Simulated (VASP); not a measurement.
# Tl3SbOs (P6_3/mmc) in VASP: single point with PBE

Aim: the single point of Tl3SbOs with PBE.

Program: VASP 6.6.1. These are calculated values, not measurements. Logs are shortened: lines on timing, memory, paths and dates and some standing lists are left out, and cuts for length are marked.

### Step 1. The cell of the first run

Symmetry: P6_3/mmc, No. 194, hexagonal system. The conventional cell has a = 8.246 Å, b = 8.246 Å, c = 4.878 Å, α = 90.00°, β = 90.00°, γ = 120.00°. Tl (site symmetry mm2) has 2 Os at 2.90 Å and 2 Sb at 3.24 Å and 6 Tl at 3.59 to 3.68 Å within 3.8 Å. Within 4.3 Å of Sb (site symmetry -6m2) lie 12 Tl at 3.24 to 4.13 Å. Os (site symmetry -3m) has 2 Os at 2.44 Å and 6 Tl at 2.90 Å within 3.2 Å.

### Step 2. Single point, PBE

File INCAR:

```
PREC = Accurate
ENCUT = 520
EDIFF = 1E-6
ISMEAR = 0
SIGMA = 0.1
LREAL = False
LASPH = True
NELM = 60
ALGO = Fast
ISIF = 2
LWAVE = False
LCHARG = True
GGA = PE
LELF = True
LVHAR = True
NBANDS = 63
```

File KPOINTS:

```
regular mesh
0
Gamma
  6 6 8
```

File POSCAR:

```
Tl3SbOs
1.0
    8.2463200098      0.0000000000      0.0000000000
   -4.1231600049      7.1415226162      0.0000000000
    0.0000000000      0.0000000000      4.8775732759
Tl Sb Os
6 2 2
Direct
    0.1845090341      0.3690180681      0.2500000000
    0.8154909659      0.1845090341      0.7500000000
    0.8154909659      0.6309819319      0.7500000000
    0.1845090341      0.8154909659      0.2500000000
    0.6309819319      0.8154909659      0.2500000000
    0.3690180681      0.1845090341      0.7500000000
    0.3333333333      0.6666666667      0.7500000000
    0.6666666667      0.3333333333      0.2500000000
    0.0000000000      0.0000000000      0.5000000000
    0.0000000000      0.0000000000      0.0000000000
```

Potentials or basis: VASP PAW PBE potentials, release 64 (Tl_d, Sb, Os).

Command:

```bash
$ cat potpaw_PBE.64/Tl_d/POTCAR potpaw_PBE.64/Sb/POTCAR potpaw_PBE.64/Os/POTCAR > POTCAR
$ mpirun -np 1 vasp_std > vasp.out
```

OUTCAR:

```text
PREC = Accurate
   ENCUT = 520
   EDIFF = 1E-6
   ISMEAR = 0
   LREAL = False
   LASPH = True
   NELM = 60
   ISIF = 2
   GGA = PE

 ion  position               nearest neighbor table
   1  0.185  0.369  0.250-   9 2.90  10 2.90   7 3.24   7 3.24   6 3.59   6 3.59   2 3.59   2 3.59
                             5 3.68   4 3.68
   2  0.815  0.185  0.750-   9 2.90  10 2.90   8 3.24   8 3.24   5 3.59   5 3.59   1 3.59   1 3.59
                             3 3.68   6 3.68
   3  0.815  0.631  0.750-   9 2.90  10 2.90   8 3.24   8 3.24   5 3.59   5 3.59   4 3.59   4 3.59
                             2 3.68   6 3.68
   4  0.185  0.815  0.250-   9 2.90  10 2.90   7 3.24   7 3.24   6 3.59   6 3.59   3 3.59   3 3.59
                             1 3.68   5 3.68
   5  0.631  0.815  0.250-   9 2.90  10 2.90   7 3.24   7 3.24   3 3.59   3 3.59   2 3.59   2 3.59
                             1 3.68   4 3.68
   6  0.369  0.185  0.750-   9 2.90  10 2.90   8 3.24   8 3.24   1 3.59   1 3.59   4 3.59   4 3.59
                             3 3.68   2 3.68
   7  0.333  0.667  0.750-   4 3.24   4 3.24   1 3.24   1 3.24   5 3.24   5 3.24
   8  0.667  0.333  0.250-   2 3.24   2 3.24   3 3.24   3 3.24   6 3.24   6 3.24
   9  0.000  0.000  0.500-  10 2.44  10 2.44   1 2.90   3 2.90   5 2.90   6 2.90   2 2.90   4 2.90

  10  0.000  0.000  0.000-   9 2.44   9 2.44   1 2.90   3 2.90   5 2.90   6 2.90   2 2.90   4 2.90

  LATTYP: Found a hexagonal cell.
 ALAT       =     8.2463200098
 C/A-ratio  =     0.5914848405

  Lattice vectors:

 A1 = (   8.2463200098,   0.0000000000,   0.0000000000)
 A2 = (  -4.1231600049,   7.1415226162,   0.0000000000)
 A3 = (   0.0000000000,   0.0000000000,   4.8775732759)

Analysis of symmetry for initial positions (statically):
=====================================================================
 Subroutine PRICEL returns:
 Original cell was already a primitive cell.

 Routine SETGRP: Setting up the symmetry group for a
 hexagonal supercell.

 Subroutine GETGRP returns: Found 24 space group operations
 (whereof 12 operations were pure point group operations)
 out of a pool of 24 trial point group operations.

The static configuration has the point symmetry D_3d.
 The point group associated with its full space group is D_6h.

Analysis of symmetry for dynamics (positions and initial velocities):
=====================================================================
 Subroutine PRICEL returns:
 Original cell was already a primitive cell.

 Routine SETGRP: Setting up the symmetry group for a
 hexagonal supercell.

 Subroutine GETGRP returns: Found 24 space group operations
 (whereof 12 operations were pure point group operations)
 out of a pool of 24 trial point group operations.

The dynamic configuration has the point symmetry D_3d.
 The point group associated with its full space group is D_6h.

 Subroutine INISYM returns: Found 24 space group operations
 (whereof 12 operations are pure point group operations),
 and found     1 'primitive' translations

----------------------------------------------------------------------------------------

                                     Primitive cell

  volume of cell :     287.2465

  direct lattice vectors                    reciprocal lattice vectors
     8.246320010  0.000000000  0.000000000     0.121266213  0.070013081  0.000000000
    -4.123160005  7.141522616  0.000000000     0.000000000  0.140026162  0.000000000
     0.000000000  0.000000000  4.877573276     0.000000000  0.000000000  0.205019985

  length of vectors
     8.246320010  8.246320010  4.877573276     0.140026162  0.140026162  0.205019985

  position of ions in fractional coordinates (direct lattice)
     0.184509034  0.369018068  0.250000000
     0.815490966  0.184509034  0.750000000
     0.815490966  0.630981932  0.750000000
     0.184509034  0.815490966  0.250000000
     0.630981932  0.815490966  0.250000000
     0.369018068  0.184509034  0.750000000
     0.333333333  0.666666667  0.750000000
     0.666666667  0.333333333  0.250000000
     0.000000000  0.000000000  0.500000000
     0.000000000  0.000000000  0.000000000

  ion indices of the primitive-cell ions
   primitive index   ion index
                 1           1
                 2           2
                 3           3
                 4           4
                 5           5
                 6           6
                 7           7
                 8           8
                 9           9
                10          10

----------------------------------------------------------------------------------------

 KPOINTS: regular mesh

Automatic generation of k-mesh.
 Grid dimensions read from file:
 generate k-points for:    6    6    8

 Generating k-lattice:

  Cartesian coordinates                     Fractional coordinates (reciprocal lattice)
     0.020211036  0.011668847  0.000000000     0.166666667  0.000000000  0.000000000
     0.000000000  0.023337694  0.000000000     0.000000000  0.166666667  0.000000000
     0.000000000  0.000000000  0.025627498     0.000000000  0.000000000  0.125000000

  Length of vectors
     0.023337694  0.023337694  0.025627498

  Shift w.r.t. Gamma in fractional coordinates (k-lattice)
     0.000000000  0.000000000  0.000000000

 Subroutine IBZKPT returns following result:
 ===========================================

 Found     35 irreducible k-points:

 Following reciprocal coordinates:
            Coordinates               Weight
  0.000000  0.000000  0.000000      1.000000
  0.166667  0.000000  0.000000      6.000000
  0.333333  0.000000  0.000000      6.000000
  0.500000  0.000000  0.000000      3.000000
  0.166667  0.166667  0.000000      6.000000
  0.333333  0.166667  0.000000     12.000000
[... 16 lines left out ...]
  0.166667  0.000000  0.375000     12.000000
  0.333333  0.000000  0.375000     12.000000
 [... further k-points ...]
   k-points           NKPTS =     35   k-points in BZ     NKDIM =     35   number of bands    NBANDS=     63
   number of dos      NEDOS =    301   number of ions     NIONS =     10
   total plane-waves  NPLWV = 147456
   dimension x,y,z NGX =    64 NGY =   64 NGZ =   36
   dimension x,y,z NGXF=   128 NGYF=  128 NGZF=   72
   ions per type =               6   2   2
   NGX,Y,Z   is equivalent  to a cutoff of  12.90, 12.90, 12.27 a.u.
   NGXF,Y,Z  is equivalent  to a cutoff of  25.80, 25.80, 24.54 a.u.
 SYSTEM =  unknown system
   PREC   = accura    normal or accurate (medium, high low for compatibility)
   ISTART =      0    job   : 0-new  1-cont  2-samecut
   ICHARG =      2    charge: 1-file 2-atom 10-const
   ISPIN  =      1    spin polarized calculation?
   LNONCOLLINEAR =      F non collinear calculations
   LSORBIT =      F    spin-orbit coupling
   LASPH  =      T    aspherical Exc in radial PAW
   ENCUT  =  520.0 eV  38.22 Ry    6.18 a.u.  15.33 15.33  9.07*2*pi/ulx,y,z
   NELM   =     60;   NELMIN=  2; NELMDL= -5     # of ELM steps
   EDIFF  = 0.1E-05   stopping-criterion for ELM
   LREAL  =      F    real-space projection
   EDIFFG = 0.1E-04   stopping-criterion for IOM
   NSW    =      0    number of steps for IOM
   IBRION =     -1    ionic relax: 0-MD 1-quasi-New 2-CG
   NFREE  =      0    steps in history (QN), initial steepest desc. (CG)
   ISIF   =      2    stress and relaxation
   ISYM   =      2    0-nonsym 1-usesym 2-fastsym
   POTIM  = 0.5000    time-step for ionic-motion
   TEBEG  =    0.0;   TEEND  =   0.0 temperature during run
   PSTRESS=    0.0 pullay stress
   NELECT =     104.0000    total number of electrons
   NUPDOWN=      -1.0000    fix difference up-down
   EMIN   =  10.00;   EMAX   =-10.00  energy-range for DOS
   EFERMI =   0.00;   METHOD = LEGACY
   ISMEAR =     0;   SIGMA  =   0.10  broadening in eV -4-tet -1-fermi 0-gaus
   EFERMI_NEDOS =   21; number of points for ismear=-14 and -15
   IALGO  =     68    algorithm
   IMIX   =      4    mixing-type and parameters
     AMIX     =   0.40;   BMIX     =  1.00
     AMIX_MAG =   1.60;   BMIX_MAG =  1.00
  volume/ion in A,a.u.               =      28.72       193.84
  Fermi-wavevector in a.u.,A,eV,Ry     =   1.166812  2.204956 18.523666  1.361451
  Thomas-Fermi vector in A             =   2.303321
   LORBIT       =      0    0 simple, 1 ext, 2 COOP (PROOUT), +10 PAW based schemes
   GGA     = PE    functional components
   LHFCALC =     F    Hartree Fock is set to
   AEXX    =    0.0000 exact exchange contribution
   IVDW    =     0    specifies the selected vdW correction
   LEPSILON=     F    determine dielectric tensor
   LRPA    =     F    only Hartree local field effects (RPA)
 non-spin polarized calculation
 RMM-DIIS sequential band-by-band and
 Gauss-broadening in eV      SIGMA  =   0.10
  energy-cutoff  :      520.00
  volume of cell :      287.25
 maximum number of plane-waves:      7776
 NGX is ok and might be reduce to    64
   NGX = 31   NGY = 31   NGZ = 19

 number of electron     104.0000005 magnetization

 Free energy of the ion-electron system (eV)
  ---------------------------------------------------
  ext. energy  EPLUGINS =         0.00000000
  ---------------------------------------------------
  free energy    TOTEN  =       -39.50924043 eV

  energy without entropy =      -39.48132690  energy(sigma->0) =      -39.49528367

 E-fermi :   5.6869     XC(G=0):  -9.9310

 val. band max:        5.6835959921   @ k =   0.1667   0.1667   0.3750
 cond. band min:       5.7248003852   @ k =   0.5000   0.0000   0.3750
 fundamental gap:      0.0412043932
 Fermi energy:         5.6869152023

 k-point     1 :       0.0000    0.0000    0.0000
  band No.  band energies     occupation
      1      -5.8617      2.00000
      2      -5.8121      2.00000
      3      -5.7952      2.00000
      4      -5.7520      2.00000
      5      -5.7520      2.00000
      6      -5.7385      2.00000
[... 55 lines left out ...]
     62       8.7253      0.00000
     63       8.7260      0.00000

 k-point     2 :       0.1667    0.0000    0.0000
  band No.  band energies     occupation
      1      -5.8442      2.00000
      2      -5.7992      2.00000
      3      -5.7955      2.00000
      4      -5.7506      2.00000
      5      -5.7416      2.00000
      6      -5.7394      2.00000
[... 1507 lines left out ...]
     62       9.2108      0.00000
     63       9.2251      0.00000

 [... further k-points ...]
[... 5 lines left out ...]
  --------------------------------------------------------------------------------------
  -------------------------------------------------------------------------------------
  Total       -0.0961865     -0.0961865     -0.2386923      0.0000000     -0.0000000      0.0000000
  in kB       -0.5365002     -0.5365002     -1.3313562      0.0000000     -0.0000000      0.0000000
  external PRESSURE =      -0.8014522 kB  Pullay stress =       0.0000000 kB

 VOLUME and BASIS-vectors are now :
 -----------------------------------------------------------------------------
  energy-cutoff  :      520.00
  volume of cell :      287.25
      direct lattice vectors                 reciprocal lattice vectors
     8.246320010  0.000000000  0.000000000     0.121266213  0.070013081  0.000000000
    -4.123160005  7.141522616  0.000000000     0.000000000  0.140026162  0.000000000
     0.000000000  0.000000000  4.877573276     0.000000000  0.000000000  0.205019985

 POSITION                                       TOTAL-FORCE (eV/Angst)
 -----------------------------------------------------------------------------------
      0.00000      2.63535      1.21939        -0.000000      0.007636     -0.000000
      5.96404      1.31768      3.65818        -0.006613      0.003818      0.000000
      4.12316      4.50617      3.65818        -0.000000     -0.007636      0.000000
     -1.84088      5.82385      1.21939         0.006613     -0.003818     -0.000000
      1.84088      5.82385      1.21939        -0.006613     -0.003818     -0.000000
      2.28228      1.31768      3.65818         0.006613      0.003818     -0.000000
     -0.00000      4.76102      3.65818        -0.000000     -0.000000      0.000000
      4.12316      2.38051      1.21939        -0.000000      0.000000     -0.000000
      0.00000      0.00000      2.43879        -0.000000      0.000000     -0.000000
      0.00000      0.00000      0.00000        -0.000000      0.000000     -0.000000
 -----------------------------------------------------------------------------------
    total drift:                               -0.000000      0.000000     -0.000000

  FREE ENERGIE OF THE ION-ELECTRON SYSTEM (eV)
  ---------------------------------------------------
  free  energy   TOTEN  =       -39.5092404295 eV

  energy  without entropy=      -39.4813269038  energy(sigma->0) =      -39.49528367
```

Run time: 5 min. Hardware: 1 thread of Intel Xeon 6975P-C (Granite Rapids), shared host; peak memory 0.73 GiB.

What came out:

```yaml
Free_energy: -39.5092 eV
Pressure: -0.1 GPa
Largest_force: 0.008 eV/Å
Band_gap_on_the_k_mesh: zero (bands 52 and 53 overlap by 1.65 eV)
```

Forces on the atoms (eV/Å):
```
Tl   0.000  0.008  0.000
Tl  -0.007  0.004  0.000
Tl   0.000 -0.008  0.000
Tl   0.007 -0.004  0.000
Tl  -0.007 -0.004  0.000
Tl   0.007  0.004  0.000
Sb   0.000  0.000  0.000
Sb   0.000  0.000  0.000
Os   0.000  0.000  0.000
Os   0.000  0.000  0.000
```

Stress tensor (GPa, compression positive):
```
-0.05  0.00  0.00
 0.00 -0.05  0.00
 0.00  0.00 -0.13
```

Levels at points of the mesh, in eV from the Fermi level:
| k point | band 50 | band 51 | band 52 | band 53 | band 54 | band 55 |
| --- | --- | --- | --- | --- | --- | --- |
| (0.00, 0.00, 0.00) | -0.48 | 0.26 | 0.66 | 0.66 | 1.15 | 1.64 |
| (0.50, 0.00, 0.00) | -0.62 | -0.05 | 0.13 | 0.71 | 0.93 | 1.42 |
| (0.00, 0.00, 0.50) | -1.42 | -0.74 | -0.74 | -0.74 | -0.74 | 2.35 |
| (0.50, 0.00, 0.50) | -1.33 | -0.73 | -0.73 | -0.42 | -0.42 | 0.64 |

Caveat: spin-orbit coupling is left out, which moves the levels of the heavy elements.

The gap in the log of VASP goes by the Fermi energy; the results here count the filled bands.